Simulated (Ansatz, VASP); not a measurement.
# Two plane-wave programs on Zn2CdSe3

The input INCAR:

```
PREC = Accurate
ENCUT = 520
EDIFF = 1E-6
ISMEAR = 0
SIGMA = 0.1
LREAL = False
LASPH = True
NELM = 60
ALGO = Normal
ISIF = 2
LWAVE = False
LCHARG = False
GGA = PE
NBANDS = 66
```

File KPOINTS:

```
Automatic mesh
0
Gamma
  6 6 1
```

Contents of POSCAR:

```
Zn2CdSe3
1.0
    4.1535726208      0.0000000000      0.0000000000
   -2.0767863104      3.5970994061      0.0000000000
    0.0000000000      0.0000000000     20.5059189734
Zn Cd Se
4 2 6
Direct
    0.0000000000      1.0000000000      0.0036691174
    0.0000000000      1.0000000000      0.5036691174
    0.6666666667      0.3333333333      0.1625130153
    0.6666666667      0.3333333333      0.6625130153
    0.3333333333      0.6666666667      0.3354445704
    0.3333333333      0.6666666667      0.8354445704
    0.0000000000      0.0000000000      0.1247477341
    1.0000000000      1.0000000000      0.6247477341
    0.6666666667      0.3333333333      0.2831776898
    0.6666666667      0.3333333333      0.7831776898
    0.3333333333      0.6666666667      0.4654478730
    0.3333333333      0.6666666667      0.9654478730
```

Input for Ansatz:

```yaml
crystal:
  lattice:
    - [4.1535726208, 0.0, 0.0]
    - [-2.0767863104, 3.5970994061, 0.0]
    - [0.0, 0.0, 20.5059189734]
  atoms:
    - { symbol: Zn, position: [0.0, 1.0, 0.0036691174] }
    - { symbol: Zn, position: [0.0, 1.0, 0.5036691174] }
    - { symbol: Zn, position: [0.6666666667, 0.3333333333, 0.1625130153] }
    - { symbol: Zn, position: [0.6666666667, 0.3333333333, 0.6625130153] }
    - { symbol: Cd, position: [0.3333333333, 0.6666666667, 0.3354445704] }
    - { symbol: Cd, position: [0.3333333333, 0.6666666667, 0.8354445704] }
    - { symbol: Se, position: [0.0, 0.0, 0.1247477341] }
    - { symbol: Se, position: [1.0, 1.0, 0.6247477341] }
    - { symbol: Se, position: [0.6666666667, 0.3333333333, 0.2831776898] }
    - { symbol: Se, position: [0.6666666667, 0.3333333333, 0.7831776898] }
    - { symbol: Se, position: [0.3333333333, 0.6666666667, 0.465447873] }
    - { symbol: Se, position: [0.3333333333, 0.6666666667, 0.965447873] }
basis:
  ecutwfc: 420
kpoints:
  mp_grid: { grid: [6, 6, 1] }
hamiltonian:
  xc: pbe
scf:
  occupations: { method: gaussian, width: 0.1 }
  lower_state_search: "off"
output:
  forces: true
  stress: true
  eigenvalues: true
```

Alike in both runs: task single point; functional PBE; k mesh 6 × 6 × 1; occupations gaussian, width 0.1 eV; no spin polarisation.

|  | VASP | Ansatz |
| --- | --- | --- |
| version | VASP 6.6.1 | Ansatz 0.2.0 |
| potentials or method | VASP PAW PBE potentials, release 64 (Zn, Cd, Se), cutoff 520 eV | scalar-relativistic, plane waves, PAW |
| valence electrons in the cell | 108 | 184 |

```tsv
	VASP	Ansatz	Ansatz less VASP
gap on the k mesh at the Fermi level (eV)	0.70	0.70	+0.004
least direct gap on the mesh (eV)	0.70	0.70	+0.004
pressure (GPa)	0.2	0.0	-0.23
rms of the force components (eV/Å)	0.008	0.005	-0.0034
```

Atom by atom the forces differ by 0.005 eV/Å (rms over components). VASP's potentials hold 108 valence electrons a cell and Ansatz's 184, so a difference there can come from the potentials and not from the codes.
